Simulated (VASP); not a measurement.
## BaZrO3: single point with PBE

The system is BaZrO3.

```
CELL_PARAMETERS angstrom
4.16341 0.00000 0.00000
0.00000 4.16341 0.00000
0.00000 0.00000 4.26370
ATOMIC_POSITIONS crystal
Ba 0.00000 0.00000 0.00000
Zr 0.50000 0.50000 0.50000
O 0.50000 0.00000 0.50000
O 0.50000 0.50000 0.00000
O 0.00000 0.50000 0.50000
```

This cell differs from its parent crystal: biaxial strain in the a-b plane: -1.5 %, then relaxed in part.

* Program: VASP 6.6.1
* Task: single point
* Functional: PBE
* Potentials or basis: VASP PAW PBE potentials, release 64 (Ba_sv, Zr_sv, O_h)
* Cutoff: 1340 eV
* k mesh: 6 × 6 × 6
* Occupations: gaussian, width 0.02 eV
* Spin: no spin polarisation

```yaml
Pressure: 4.5 GPa
Band_gap_on_the_k_mesh: 3.13 eV (least direct gap 3.36 eV)
```

Stress tensor (GPa, compression positive):
```
6.29 0.00 0.00
0.00 6.29 0.00
0.00 0.00 0.83
```

Levels at points of the mesh, in eV from the valence-band top:
```csv
k point,band 17,band 18,band 19,band 20,band 21,band 22,band 23,band 24
"(0.00, 0.00, 0.00)",-0.97,-0.28,-0.23,-0.23,3.13,3.13,3.23,4.53
"(0.50, 0.00, 0.00)",-1.80,-1.69,-0.51,-0.47,3.59,5.75,5.77,6.47
"(0.50, 0.50, 0.00)",-0.87,-0.85,-0.85,-0.07,5.70,5.70,6.38,6.58
"(0.00, 0.00, 0.50)",-1.59,-1.59,-0.46,-0.46,3.63,5.49,5.49,6.20
"(0.50, 0.00, 0.50)",-1.01,-1.01,-0.78,-0.13,5.48,5.73,6.34,6.48
"(0.50, 0.50, 0.50)",-2.50,-0.04,-0.04,0.00,5.90,5.90,6.03,6.89
```

Run time: 3.5 min on 1 thread of Intel(R) Xeon(R) Platinum 8488C (Sapphire Rapids), on a shared host, peak memory 0.58 GiB.

Caveat: the cell differs from its parent crystal (biaxial strain in the a-b plane: -1.5 %, then relaxed in part); the stress differs along the axes, from 1 to 6 GPa; spin-orbit coupling is left out, which moves the levels of the heavy elements. A k mesh can miss the band edges.
